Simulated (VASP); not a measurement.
Runs of VASP 6.6.1 on Ru. The structure is that of space group Fd-3m (No. 227), or close to it. The cells are those of the table. 

| task | cell | k mesh | cutoff (eV) | gap on the mesh (eV) | pressure (GPa) | relaxed volume (Å³/atom) |
| --- | --- | --- | --- | --- | --- | --- |
| single point | a = 3.811 Å, angles 60.0°, 2 atoms | 6 × 6 × 6 | 500 | none | 0.3 | - |
| single point | a = 3.811 Å, angles 60.0°, 2 atoms | 14 × 14 × 14 | 520 | none | 0.3 | - |
| relaxation of cell and atoms | relaxed from a = 3.525 Å, angles 60.0°, 2 atoms | 6 × 6 × 6 | 500 | none | 0.1 | (a) |
| single point | a = 3.525 Å, angles 60.0°, 2 atoms | 6 × 6 × 6 | 500 | none | 75.6 | - |
| relaxation of cell and atoms | relaxed from a = 3.811 Å, angles 60.0°, 2 atoms | 14 × 14 × 14 | 600 | none | 0.0 | 19.61 |

Alike in all rows: level PBEsol; potentials or basis VASP PAW PBE potentials, release 64 (Ru_pv); no spin polarisation; smearing gaussian 0.1 eV.

Problem. Fill in the values left out.

Solution. (a) 19.58.

Caveats: some runs use coarse meshes; the PAW data sets were made with another functional, which shifts forces and pressure a little; the volume moved by over 15 % at a fixed basis, so the end points are rough (some runs).

A k mesh can miss the band edges, and the runs leave out spin-orbit coupling on Ru.

A gap of «none» marks levels without a gap at the run's occupations.
